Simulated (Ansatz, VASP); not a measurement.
# BeTe: VASP beside Ansatz

File INCAR:

```
PREC = Accurate
ENCUT = 520
EDIFF = 1E-6
ISMEAR = -1
SIGMA = 0.02
LREAL = False
LASPH = True
NELM = 80
ALGO = Normal
ISIF = 2
LWAVE = False
LCHARG = True
GGA = PE
LELF = True
LVHAR = True
NBANDS = 11
```

The input KPOINTS:

```
regular mesh
0
Gamma
  8 8 8
```

Contents of POSCAR:

```
BeTe
1.0
    0.0000000000      2.8286236224      2.8286236224
    2.8936819657      0.0000000000      2.8286236224
    2.8936819657      2.8286236224      0.0000000000
Be Te
1 1
Direct
    0.0000000000      0.0000000000      0.0000000000
    0.2500000000      0.2500000000      0.2500000000
```

Input for Ansatz:

```yaml
crystal:
  lattice:
    - [0.0, 2.8286236224, 2.8286236224]
    - [2.8936819657, 0.0, 2.8286236224]
    - [2.8936819657, 2.8286236224, 0.0]
  atoms:
    - { symbol: Be, position: [0.0, 0.0, 0.0] }
    - { symbol: Te, position: [0.25, 0.25, 0.25] }
kpoints:
  mp_grid: { grid: [8, 8, 8] }
  band_path:
    path:
      - [0.0, 0.0, 0.0]
      - [-0.5, -0.5, 0.0]
      - [-0.375, -0.375, 0.25]
      - [-0.375, 0.0, 0.375]
      - [0.0, 0.0, 0.5]
      - [-0.5, -0.25, 0.25]
    npoints: 1
hamiltonian:
  xc: pbe
scf:
  occupations: { method: fermi_dirac, width: 0.02 }
  n_extra_bands: 4
output:
  forces: true
  stress: true
  eigenvalues: true
```

Change from the starting cell: uniaxial_x strain +2.3%.

Alike in both runs: task single point; functional PBE; k mesh 8 × 8 × 8; occupations fermi-dirac, width 0.02 eV; no spin polarisation.

```csv
,VASP,Ansatz
version,VASP 6.6.1,Ansatz 0.2.0
potentials or method,"VASP PAW PBE potentials, release 64 (Be, Te)","plane waves, PAW"
plane-wave cutoff (eV),520,420
valence electrons in the cell,8,18
```

VASP gave:

* gap on the k mesh at the Fermi level (eV): 1.97
* pressure (GPa): -0.9
* traceless stress, the component that is largest in VASP (GPa): -0.93

Task: What did Ansatz give for the same quantities?

Result: gap on the k mesh at the Fermi level (eV): 1.98; pressure (GPa): -1.0; traceless stress, the component that is largest in VASP (GPa): -0.93.

The functional is the same, so the differences come from potentials, cutoffs and numerics. VASP's potentials hold 8 valence electrons a cell and Ansatz's 18, so a difference there can come from the potentials and not from the codes.

Neither program's run includes spin-orbit coupling.
